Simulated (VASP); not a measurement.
A run of VASP 6.6.1:

The input INCAR:

```
PREC = Accurate
ENCUT = 520
EDIFF = 1E-7
ISMEAR = 0
SIGMA = 0.15
LREAL = False
LASPH = True
NELM = 60
ALGO = Fast
ISIF = 2
LWAVE = False
LCHARG = False
GGA = PS
NBANDS = 13
```

KPOINTS

```
Automatic mesh
0
Gamma
  18 18 18
```

POSCAR

```
Sn
1.0
   -2.0462239647      2.0462239647      1.8946518192
    2.0462239647     -2.0462239647      1.8946518192
    2.0462239647      2.0462239647     -1.8946518192
Sn
1
Direct
    0.0000000000      0.0000000000      0.0000000000
```

Potentials or basis: VASP PAW PBE potentials, release 64 (Sn_d).

The run is started by

```bash
$ cat potpaw_PBE.64/Sn_d/POTCAR > POTCAR
$ mpirun -np 1 vasp_std > vasp.out
```

Hardware: 1 thread of Intel(R) Xeon(R) 6975P-C (Granite Rapids) (shared host).

Q: Estimate the wall time of this run.

A: Run time: 96 s on 1 thread of Intel(R) Xeon(R) 6975P-C (Granite Rapids), on a shared host, peak memory 0.3 GiB. Counts: scf iterations 15, k points 480.
